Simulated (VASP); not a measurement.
## SrTiO3: single point with PBE

Crystal: SrTiO3.

```
Sr Ti O
1.0
    -2.75891    2.75891    3.91361
     2.75891   -2.75891    3.91361
     2.75891    2.75891   -3.91361
Sr Ti O
2 2 6
Direct
  0.75000 0.25000 0.50000
  0.25000 0.75000 0.50000
  0.00000 0.00000 0.00000
  0.50000 0.50000 0.00000
  0.23310 0.73310 0.96620
  0.73310 0.76690 0.50000
  0.26690 0.23310 0.50000
  0.75000 0.75000 0.00000
  0.76690 0.26690 0.03380
  0.25000 0.25000 0.00000
```

- Program: VASP 6.6.1
- Task: single point
- Functional: PBE
- Potentials or basis: VASP PAW PBE potentials, release 64 (Sr_sv, Ti_sv, O)
- Cutoff: 520 eV
- k mesh: 6 × 6 × 6
- Occupations: fermi-dirac, width 0.02 eV
- Spin: no spin polarisation

The pressure is 4.7 GPa. The largest force is 0.024 eV/Å and the band gap on the k mesh is 1.91 eV.

Forces on the atoms (eV/Å):
```
Sr   0.000  0.000  0.000
Sr   0.000  0.000  0.000
Ti   0.000  0.000  0.000
Ti   0.000  0.000  0.000
O   -0.017 -0.017  0.000
O    0.017 -0.017  0.000
O   -0.017  0.017  0.000
O    0.000  0.000  0.000
O    0.017  0.017  0.000
O    0.000  0.000  0.000
```

Levels at points of the mesh, in eV from the valence-band top:
```csv
k point,band 38,band 39,band 40,band 41,band 42,band 43
"(0.00, 0.00, 0.00)",-0.07,0.00,0.00,1.91,1.91,1.92
"(0.50, 0.00, 0.00)",-0.81,-0.59,-0.59,3.37,3.37,3.41
"(0.50, 0.50, 0.00)",-0.70,-0.69,-0.07,2.06,3.76,3.77
"(0.50, 0.50, 0.50)",-0.67,-0.67,-0.08,2.08,3.72,3.72
```

Run time: 7.6 min on 1 thread of Intel Xeon 8259CL, with other jobs on the host, peak memory 0.35 GiB.

Caveat: the cell stands under pressure. A k mesh can miss the band edges.
